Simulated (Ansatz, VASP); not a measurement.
Two plane-wave programs on AlNi

The input INCAR:

```
PREC = Accurate
ENCUT = 520
EDIFF = 1E-6
ISMEAR = 0
SIGMA = 0.15
LREAL = F
LASPH = T
NELM = 60
ALGO = Fast
ISIF = 2
LWAVE = F
LCHARG = F
GGA = PE
NBANDS = 14
```

The input KPOINTS:

```
regular mesh
0
Gamma
  20 20 20
```

POSCAR

```
AlNi
1.0
    2.8207564398      0.0000000000      0.0000000000
    0.0000000000      2.8207564398      0.0000000000
    0.0000000000      0.0000000000      2.9654106162
Al Ni
1 1
Direct
    0.0000000000      0.0000000000      0.0000000000
    0.5000000000      0.5000000000      0.5000000000
```

Input for Ansatz:

```yaml
crystal:
  lattice:
    - [2.8207564398, 0.0, 0.0]
    - [0.0, 2.8207564398, 0.0]
    - [0.0, 0.0, 2.9654106162]
  atoms:
    - { symbol: Al, position: [0.0, 0.0, 0.0] }
    - { symbol: Ni, position: [0.5, 0.5, 0.5] }
basis:
  ecutwfc: 420
kpoints:
  mp_grid: { grid: [20, 20, 20] }
hamiltonian:
  xc: pbe
scf:
  occupations: { method: gaussian, width: 0.15 }
output:
  forces: true
  stress: true
  eigenvalues: true
```

Change from the starting cell: strain -0.025 along x and y, +0.025 along z, atoms carried along.

Alike in both runs: task single point; functional PBE; k mesh 20 × 20 × 20; occupations gaussian, width 0.15 eV; no spin polarisation.

```csv
,VASP,Ansatz
version,VASP 6.6.1,Ansatz 0.2.0
potentials or method,"VASP PAW PBE potentials, release 64 (Al, Ni), cutoff 520 eV","scalar-relativistic, plane waves, PAW"
valence electrons in the cell,13,21
```

Ansatz gave:

| Item | Value |
| --- | --- |
| gap on the k mesh at the Fermi level (eV) | none |
| pressure (GPa) | 4.5 |
| traceless stress, the component that is largest in VASP (GPa) | -2.06 |

Q: Which values does VASP return?

A: gap on the k mesh at the Fermi level (eV): none; pressure (GPa): 4.3; traceless stress, the component that is largest in VASP (GPa): -2.12.

A gap of «none» marks a metal or a gap that the smearing closes. VASP's potentials hold 13 valence electrons a cell and Ansatz's 21, so a difference there can come from the potentials and not from the codes.
